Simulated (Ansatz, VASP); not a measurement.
Two plane-wave programs on Ge2Se3

```
Ge Se
1.0
     3.77881    0.00000    0.00000
    -1.88940    3.27254    0.00000
     0.00000    0.00000    9.46554
Ge Se
2 3
Cartesian
  0.0000 2.1817 1.7287
  1.8894 1.0908 7.7368
  0.0000 0.0000 0.0000
  0.0000 2.1817 6.3217
  1.8894 1.0908 3.1438
```

Alike in both runs: functional PBE; k mesh 12 × 12 × 4; occupations gaussian, width 0.1 eV; no spin polarisation.

Ansatz relaxed the structure, and its values are those at the end. VASP's run is a single point on that final structure, the one shown.

|  | VASP | Ansatz |
| --- | --- | --- |
| version | VASP 6.6.1 | Ansatz 0.2.0 |
| potentials or method | VASP PAW PBE potentials, release 64 (Ge_d, Se), cutoff 520 eV | scalar-relativistic, plane waves, PAW |
| valence electrons in the cell | 46 | 76 |

VASP gave:

```
gap on the k mesh at the Fermi level (eV) : none
pressure (GPa)                            : 0.1
rms of the force components (eV/Å)        : 0.007
```

**Question.** Estimate Ansatz's values.

**Answer.** gap on the k mesh at the Fermi level (eV): none; pressure (GPa): 0.0; rms of the force components (eV/Å): 0.000.

A gap of «none» marks a metal or a gap that the smearing closes. With one functional, cell and mesh, what is left measures potentials, basis and numerics. VASP's potentials hold 46 valence electrons a cell and Ansatz's 76, so a difference there can come from the potentials and not from the codes.
